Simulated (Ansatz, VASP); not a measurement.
## Two plane-wave programs on BiPd2

```
Bi Pd
1.0
    -1.81098    1.81098    4.36401
     1.81098   -1.81098    4.36401
     1.81098    1.81098   -4.36401
Bi Pd
1 2
Direct
  0.00000 0.00000 0.00000
  0.66959 0.66959 0.00000
  0.33041 0.33041 0.00000
```

Alike in both runs: functional PBE; k mesh 18 × 18 × 18; occupations gaussian, width 0.1 eV; no spin polarisation.

Ansatz relaxed the structure, and its values are those at the end. VASP's run is a single point on that final structure, the one shown.

```csv
,VASP,Ansatz
version,VASP 6.6.1,Ansatz 0.2.0
potentials or method,"VASP PAW PBE potentials, release 64 (Bi_d, Pd), cutoff 520 eV","scalar-relativistic, plane waves, PAW"
valence electrons in the cell,35,51
```

|  | VASP | Ansatz | Ansatz less VASP |
| --- | --- | --- | --- |
| gap on the k mesh at the Fermi level (eV) | none | none | - |
| pressure (GPa) | 0.0 | 0.0 | +0.01 |

A gap of «none» marks a metal or a gap that the smearing closes. VASP's potentials hold 35 valence electrons a cell and Ansatz's 51, so a difference there can come from the potentials and not from the codes.

Spin-orbit coupling is off throughout.
